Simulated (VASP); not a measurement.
# BaTiO3 (P4mm) in VASP: a series of runs, part 2 of 2

VASP 6.6.1. The steps go on from the part before.

## Step 4: Electric field gradients, PBE (volume scaled by 0.94)

The input, INCAR:

```
ALGO     = Normal         # electronic algorithm
EDIFF    = 1E-8           # SCF threshold, eV
ENCUT    = 520            # plane-wave cutoff, eV
GGA      = PE             # functional
ISIF     = 2              # what is computed and relaxed
ISMEAR   = -1             # smearing method
LASPH    = T              # aspherical terms in the spheres
LCHARG   = F              # write CHGCAR
LEFG     = T            
LREAL    = F              # projectors in reciprocal space
LWAVE    = F              # write WAVECAR
NBANDS   = 28             # bands
NELM     = 100            # most SCF steps
PREC     = Accurate       # precision mode
SIGMA    = 0.08           # smearing width, eV
```

The input, KPOINTS:

```
k-points
0
Gamma
  7 7 7
```

The input, POSCAR:

```
BaTiO3
1.0
    3.9181485176      0.0000000000      0.0000000000
    0.0000000000      3.9181485176      0.0000000000
    0.0000000000      0.0000000000      3.9359769848
Ba Ti O
1 1 3
Direct
    0.0000000000      0.0000000000      0.0000000000
    0.5000000000      0.5000000000      0.4820000000
    0.5000000000      0.5000000000      0.0160000000
    0.5000000000      0.0000000000      0.5150000000
    0.0000000000      0.5000000000      0.5150000000
```

Potentials or basis: VASP PAW PBE potentials, release 64 (Ba_sv, Ti_sv, O).

The run is started by

```console
$ cat potpaw_PBE.64/Ba_sv/POTCAR potpaw_PBE.64/Ti_sv/POTCAR potpaw_PBE.64/O/POTCAR > POTCAR
$ mpirun -np 1 vasp_std > vasp.out
```

OUTCAR:

```text
EDIFF = 1E-8
   ENCUT = 520
   GGA = PE
   ISIF = 2
   ISMEAR = -1
   LASPH = T
   LREAL = F
   NELM = 100
   PREC = Accurate

 ion  position               nearest neighbor table
   1  0.000  0.000  0.000-   4 2.74   5 2.74   5 2.74   4 2.74   3 2.77   3 2.77   3 2.77   3 2.77
                             4 2.82   5 2.82   5 2.82   4 2.82   2 3.36   2 3.36   2 3.36   2 3.36
   2  0.500  0.500  0.482-   3 1.83   4 1.96   5 1.96   4 1.96   5 1.96   3 2.10   1 3.36   1 3.36
                             1 3.36   1 3.36   1 3.44   1 3.44   1 3.44   1 3.44
   3  0.500  0.500  0.016-   2 1.83   2 2.10   1 2.77   1 2.77   1 2.77   1 2.77
   4  0.500  0.000  0.515-   2 1.96   2 1.96   1 2.74   1 2.74   1 2.82   1 2.82
   5  0.000  0.500  0.515-   2 1.96   2 1.96   1 2.74   1 2.74   1 2.82   1 2.82

  LATTYP: Found a simple tetragonal cell.
 ALAT       =     3.9181485176
 C/A-ratio  =     1.0045502275

  Lattice vectors:

 A1 = (   3.9181485176,   0.0000000000,   0.0000000000)
 A2 = (   0.0000000000,   3.9181485176,   0.0000000000)
 A3 = (   0.0000000000,   0.0000000000,   3.9359769848)

Analysis of symmetry for initial positions (statically):
=====================================================================
 Subroutine PRICEL returns:
 Original cell was already a primitive cell.

 Routine SETGRP: Setting up the symmetry group for a
 simple tetragonal supercell.

 Subroutine GETGRP returns: Found  8 space group operations
 (whereof  8 operations were pure point group operations)
 out of a pool of 16 trial point group operations.

The static configuration has the point symmetry C_4v.

Analysis of symmetry for dynamics (positions and initial velocities):
=====================================================================
 Subroutine PRICEL returns:
 Original cell was already a primitive cell.

 Routine SETGRP: Setting up the symmetry group for a
[... 919 lines left out ...]
  Total        6.2050647      6.2050647      6.9776307      0.0000000      0.0000000      0.0000000
  in kB      164.5290374    164.5290374    185.0138419      0.0000000      0.0000000      0.0000000
  external PRESSURE =     171.3573056 kB  Pullay stress =       0.0000000 kB

 VOLUME and BASIS-vectors are now :
 -----------------------------------------------------------------------------
  energy-cutoff  :      520.00
  volume of cell :       60.42
      direct lattice vectors                 reciprocal lattice vectors
     3.918148518  0.000000000  0.000000000     0.255222587  0.000000000  0.000000000
     0.000000000  3.918148518  0.000000000     0.000000000  0.255222587  0.000000000
     0.000000000  0.000000000  3.935976985     0.000000000  0.000000000  0.254066526

 POSITION                                       TOTAL-FORCE (eV/Angst)
 -----------------------------------------------------------------------------------
      0.00000      0.00000      0.00000         0.000000      0.000000     -0.028521
      1.95907      1.95907      1.89714         0.000000     -0.000000      0.460939
      1.95907      1.95907      0.06298         0.000000     -0.000000     -0.185203
      1.95907      0.00000      2.02703         0.000000      0.000000     -0.123607
      0.00000      1.95907      2.02703        -0.000000      0.000000     -0.123607
 -----------------------------------------------------------------------------------
    total drift:                                0.000000      0.000000     -0.000366

  FREE ENERGIE OF THE ION-ELECTRON SYSTEM (eV)
  ---------------------------------------------------
  free  energy   TOTEN  =       -39.7256095801 eV

  energy  without entropy=      -39.7256090706  energy(sigma->0) =      -39.72560933

 Electric field gradients (V/A^2)
---------------------------------------------------------------------
 ion       V_xx      V_yy      V_zz      V_xy      V_xz      V_yz
---------------------------------------------------------------------
   1       2.233     2.233    -4.466    -0.000    -0.000    -0.000
   2       0.981     0.981    -1.962    -0.000     0.000     0.000
   3      -5.474    -5.474    10.948     0.000     0.000     0.000
   4     -10.505    22.132   -11.627    -0.000     0.000     0.000
   5      22.132   -10.505   -11.627    -0.000     0.000    -0.000
---------------------------------------------------------------------

 Electric field gradients after diagonalization (V/A^2)
 (convention: |V_zz| > |V_xx| > |V_yy|)
----------------------------------------------------------------------
 ion       V_xx      V_yy      V_zz     asymmetry (V_yy - V_xx)/ V_zz
----------------------------------------------------------------------
   1       2.233     2.233    -4.466       0.000
   2       0.981     0.981    -1.962       0.000
   3      -5.474    -5.474    10.948       0.000
   4     -11.627   -10.505    22.132       0.051
   5     -11.627   -10.505    22.132       0.051
----------------------------------------------------------------------

           NMR quadrupolar parameters

 Cq : quadrupolar parameter    Cq=e*Q*V_zz/h
 eta: asymmetry parameters     (V_yy - V_xx)/ V_zz
 Q  : nuclear electric quadrupole moment in mb (millibarn)
----------------------------------------------------------------------
 ion       Cq(MHz)       eta       Q (mb)
----------------------------------------------------------------------
   1      -0.011       0.000       1.000
   2      -0.005       0.000       1.000
   3       0.026       0.000       1.000
   4       0.054       0.051       1.000
   5       0.054       0.051       1.000
----------------------------------------------------------------------
```

OSZICAR:

```text
N       E                     dE             d eps       ncg     rms          rms(c)
DAV:   1     0.444028235745E+03    0.44403E+03   -0.20956E+04  2240   0.156E+03
DAV:   2    -0.344890382019E+01   -0.44748E+03   -0.42655E+03  2552   0.437E+02
[... 11 lines left out ...]
DAV:  14    -0.397256094459E+02    0.45587E-05   -0.63272E-05  2940   0.564E-02    0.626E-03
DAV:  15    -0.397256105772E+02   -0.11313E-05   -0.88236E-06  3144   0.219E-02    0.103E-02
DAV:  16    -0.397256096547E+02    0.92248E-06   -0.50953E-06  3144   0.223E-02    0.387E-03
DAV:  17    -0.397256096130E+02    0.41688E-07   -0.15807E-06  3100   0.112E-02    0.220E-03
DAV:  18    -0.397256095788E+02    0.34221E-07   -0.15093E-07  2636   0.380E-03    0.774E-04
DAV:  19    -0.397256095801E+02   -0.12392E-08   -0.31692E-08  2304   0.130E-03
   1 F= -.39725610E+02 E0= -.39725609E+02  d E =-.509514E-06
```

Run time: 80 s. Hardware: 1 thread of Intel Xeon 6975P-C, shared host; peak memory 0.22 GiB.

What came out:

| Quantity | Value |
| --- | --- |
| Free energy | -39.7256 eV |
| Pressure | 17.1 GPa |
| Largest force | 0.461 eV/Å |
| Band gap on the k mesh | 2.01 eV, indirect (least direct gap 2.18 eV) |

Forces in eV/Å, atoms in the order of the input:
```
Ba   0.000  0.000 -0.029
Ti   0.000  0.000  0.461
O    0.000  0.000 -0.185
O    0.000  0.000 -0.124
O    0.000  0.000 -0.124
```

Electric field gradients, principal values (V/Å²):
```
atom    least   middle  greatest (by size)
1 Ba    2.233    2.233              -4.466
2 Ti    0.981    0.981              -1.962
 3 O   -5.474   -5.474              10.948
 4 O  -10.505  -11.627              22.132
 5 O  -10.505  -11.627              22.132
```

Caveat: without QUAD_EFG the Cq values of the log hold for a quadrupole moment of 1 mb, not for the nuclei; spin-orbit coupling is left out, which moves the levels of the heavy elements.

## Step 5: The runs side by side

```tsv
cell	gap on the mesh (eV)	pressure (GPa)	largest force (eV/Å)
a = 4.000, b = 4.000, c = 3.978 Å, 5 atoms	1.89	6.3	0.24
a = 4.000, b = 4.000, c = 4.098 Å, 5 atoms	1.83	1.1	0.62
a = 3.918, b = 3.918, c = 3.936 Å, 5 atoms	2.01	17.1	0.46
```

Alike in all rows: task electric field gradients; level PBE; potentials or basis VASP PAW PBE potentials, release 64 (Ba_sv, Ti_sv, O); no spin polarisation; k mesh 7 × 7 × 7; cutoff (eV) 520; smearing fermi-dirac 0.08 eV.

Caveats: spin-orbit coupling is left out, which moves the levels of the heavy elements.

Absolute energies hang on the potentials; compare differences alone.
